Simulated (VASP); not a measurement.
# Mg2Si3N (P-6m2) in VASP: a series of runs, part 2 of 2

VASP 6.6.1.

**5. Relaxation of cell and atoms, PBE**

Input file INCAR:

```
ALGO = Normal
EDIFF = 1E-7
EDIFFG = -0.01
ENCUT = 600
GGA = PE
IBRION = 2
ISIF = 3
ISMEAR = 0
LASPH = T
LCHARG = F
LREAL = F
LWAVE = F
NELM = 80
NSW = 100
PREC = Accurate
SIGMA = 0.1
```

Input file KPOINTS:

```
k-points
0
Gamma
  12 12 6
```

Input file POSCAR:

```
Mg2Si3N
1.0
    3.8465632253      0.0000000000      0.0000000000
   -1.9232816126      3.3312214703      0.0000000000
    0.0000000000      0.0000000000      7.6696217201
Mg Si N
2 3 1
Direct
    0.6666666667      0.3333333333      0.7312589426
    0.6666666667      0.3333333333      0.2687410574
    0.0000000000      0.0000000000      0.0000000000
    0.3333333333      0.6666666667      0.5000000000
    0.3333333333      0.6666666667      0.0000000000
    0.0000000000      0.0000000000      0.5000000000
```

Potentials or basis: VASP PAW PBE potentials, release 64 (Mg, Si, N).

On the command line:

```
$ cat potpaw_PBE.64/Mg/POTCAR potpaw_PBE.64/Si/POTCAR potpaw_PBE.64/N/POTCAR > POTCAR
$ mpirun -np 1 vasp_std > vasp.out
```

OUTCAR:

```text
EDIFF = 1E-7
   EDIFFG = -0.01
   ENCUT = 600
   GGA = PE
   IBRION = 2
   ISIF = 3
   ISMEAR = 0
   LASPH = T
   LREAL = F
   NELM = 80
   NSW = 100
   PREC = Accurate

 ion  position               nearest neighbor table
   1  0.667  0.333  0.731-   4 2.84   4 2.84   4 2.84   5 3.03   3 3.03   5 3.03   3 3.03   3 3.03
                             5 3.03   2 3.55
   2  0.667  0.333  0.269-   4 2.84   4 2.84   4 2.84   5 3.03   3 3.03   5 3.03   3 3.03   3 3.03
                             5 3.03   1 3.55
   3  0.000  0.000  0.000-   5 2.22   5 2.22   5 2.22   1 3.03   2 3.03   2 3.03   1 3.03   2 3.03
                             1 3.03
   4  0.333  0.667  0.500-   6 2.22   6 2.22   6 2.22   1 2.84   2 2.84   1 2.84   2 2.84   1 2.84
                             2 2.84
   5  0.333  0.667  0.000-   3 2.22   3 2.22   3 2.22   1 3.03   2 3.03   1 3.03   2 3.03   1 3.03
                             2 3.03
   6  0.000  0.000  0.500-   4 2.22   4 2.22   4 2.22

  LATTYP: Found a hexagonal cell.
 ALAT       =     3.8465632253
 C/A-ratio  =     1.9938894205

  Lattice vectors:

 A1 = (   3.8465632253,   0.0000000000,   0.0000000000)
 A2 = (  -1.9232816126,   3.3312214703,   0.0000000000)
 A3 = (   0.0000000000,   0.0000000000,   7.6696217201)

Analysis of symmetry for initial positions (statically):
=====================================================================
 Subroutine PRICEL returns:
 Original cell was already a primitive cell.

 Routine SETGRP: Setting up the symmetry group for a
 hexagonal supercell.

 Subroutine GETGRP returns: Found 12 space group operations
 (whereof 12 operations were pure point group operations)
[... 333 lines left out ...]

 number of electron      21.0000000 magnetization

 Free energy of the ion-electron system (eV)
  ---------------------------------------------------
  ext. energy  EPLUGINS =         0.00000000
  ---------------------------------------------------
  free energy    TOTEN  =       -24.79635882 eV

  energy without entropy =      -24.77956678  energy(sigma->0) =      -24.78796280

 E-fermi :   6.2265     XC(G=0):  -9.8909

 val. band max:        6.2248090688   @ k =   0.4167   0.1667   0.1667
 cond. band min:       6.2339290001   @ k =   0.3333   0.2500   0.5000
 fundamental gap:      0.0091199313
 Fermi energy:         6.2265448122

 k-point     1 :       0.0000    0.0000    0.0000
  band No.  band energies     occupation
      1      -9.0185      2.00000
      2      -6.3915      2.00000
      3      -0.6845      2.00000
      4       0.7622      2.00000
      5       2.3726      2.00000
      6       2.3726      2.00000
      7       2.8804      2.00000
      8       3.7419      2.00000
      9       3.7419      2.00000
     10       6.8798      0.00000
     11       7.1175      0.00000
     12       7.1175      0.00000
     13       7.1858      0.00000
     14       7.6748      0.00000
[... 377 lines left out ...]
      1      -8.4352      2.00000
      2      -5.0933      2.00000
      3      -1.9572      2.00000
      4      -0.8101      2.00000
      5       0.8084      2.00000
      6       1.5856      2.00000
      7       2.4222      2.00000
      8       3.2572      2.00000
      9       3.8526      2.00000
     10       5.0700      2.00000
     11       5.4473      2.00000
     12       6.7877      0.00000
     13       7.6665      0.00000
     14       9.0808      0.00000

 [... further k-points ...]
[... 5 lines left out ...]
  --------------------------------------------------------------------------------------
  -------------------------------------------------------------------------------------
  Total       -0.0061614     -0.0061614     -0.0288647     -0.0000000      0.0000000      0.0000000
  in kB       -0.1008280     -0.1008280     -0.4723577     -0.0000000      0.0000000      0.0000000
  external PRESSURE =      -0.2246713 kB  Pullay stress =       0.0000000 kB
[... 21 lines left out ...]
  FREE ENERGIE OF THE ION-ELECTRON SYSTEM (eV)
  ---------------------------------------------------
  free  energy   TOTEN  =       -24.7963588188 eV

  energy  without entropy=      -24.7795667784  energy(sigma->0) =      -24.78796280

 reached required accuracy - stopping structural energy minimisation
```

CONTCAR:

```text
Mg2Si3N
   1.00000000000000
     3.8463954537629892   -0.0000000000000030    0.0000000000000000
    -1.9231977268314995    3.3310761758869289   -0.0000000000000000
     0.0000000000000000    0.0000000000000000    7.6413021598590314
  Mg              Si              N
     2     3     1
Direct
     0.6666666667000030    0.3333333332999970    0.7331305198318702
     0.6666666667000030    0.3333333332999970    0.2668694801681298
     0.0000000000000000    0.0000000000000000    0.0000000000000000
     0.3333333332999970    0.6666666667000030    0.5000000000000000
     0.3333333332999970    0.6666666667000030    1.0000000000000000
     0.0000000000000000    0.0000000000000000    0.5000000000000000

  0.00000000E+00  0.00000000E+00  0.00000000E+00
  0.00000000E+00  0.00000000E+00  0.00000000E+00
  0.00000000E+00  0.00000000E+00  0.00000000E+00
  0.00000000E+00  0.00000000E+00  0.00000000E+00
  0.00000000E+00  0.00000000E+00  0.00000000E+00
  0.00000000E+00  0.00000000E+00  0.00000000E+00
```

Wall time 7.1 min (1 thread of Intel Xeon 8259CL, shared host); peak memory 0.36 GiB.

Results:

```yaml
Free_energy: -24.7964 eV
Relaxed_volume: 16.32 Å³/atom
Relaxed_cell: a = 3.846 Å, b = 3.846 Å, c = 7.641 Å, α = 90.00°, β = 90.00°, γ = 120.00°
Space_group_after_relaxing_to_0.05_Å: P-6m2 (No. 187)
Energy_gained_by_relaxing: 0.1 meV/atom
Ionic_steps: 5
Pressure_after_relaxing: 0.0 GPa
```

Forces in eV/Å, atoms in the order of the input:
```
Mg   0.000  0.000 -0.003
Mg   0.000  0.000  0.003
Si   0.000  0.000  0.000
Si   0.000  0.000  0.000
Si   0.000  0.000  0.000
N    0.000  0.000  0.000
```

The path:
| step | energy change (eV) | largest force (eV/Å) | pressure (GPa) | volume (Å³) |
| --- | --- | --- | --- | --- |
| 1 | 0.0000 | 0.0439 | -0.19 | 98.28 |
| 2 | -0.0003 | 0.0385 | 0.03 | 98.01 |
| 3 | -0.0003 | 0.0368 | 0.09 | 97.92 |
| 4 | -0.0006 | 0.0266 | 0.06 | 97.92 |
| 5 | -0.0009 | 0.0028 | -0.02 | 97.91 |

Final structure:
```
Mg Si N
1.0
     3.84640    0.00000    0.00000
    -1.92320    3.33108    0.00000
     0.00000    0.00000    7.64130
Mg Si N
2 3 1
Direct
  0.66667 0.33333 0.73313
  0.66667 0.33333 0.26687
  0.00000 0.00000 0.00000
  0.33333 0.66667 0.50000
  0.33333 0.66667 0.00000
  0.00000 0.00000 0.50000
```

**6. Overview**

```tsv
task	spin	cell	k mesh	cutoff (eV)	gap on the mesh (eV)	pressure (GPa)	moment (μB)
single point	off	a = 3.847, b = 3.847, c = 7.658 Å, angles 90.0, 90.0, 120.0°, 6 atoms	12 × 12 × 6	520	none	-0.2	-
single point	collinear, ferromagnetic start	a = 3.847, b = 3.847, c = 7.670 Å, angles 90.0, 90.0, 120.0°, 6 atoms	6 × 6 × 2	520	none	-0.6	0.00
single point	collinear, ferromagnetic start	a = 3.817, b = 3.817, c = 8.506 Å, angles 90.0, 90.0, 120.0°, 6 atoms	6 × 6 × 2	520	none	-3.1	0.00
relaxation of cell and atoms	off	relaxed from a = 3.847, b = 3.847, c = 7.670 Å, angles 90.0, 90.0, 120.0°, 6 atoms	12 × 12 × 6	600	none	0.0	-
```

Alike in all rows: level PBE; potentials or basis VASP PAW PBE potentials, release 64 (Mg, Si, N); smearing gaussian 0.1 eV.

Caveats: some runs use coarse meshes.

Absolute energies hang on the potentials; compare differences alone.
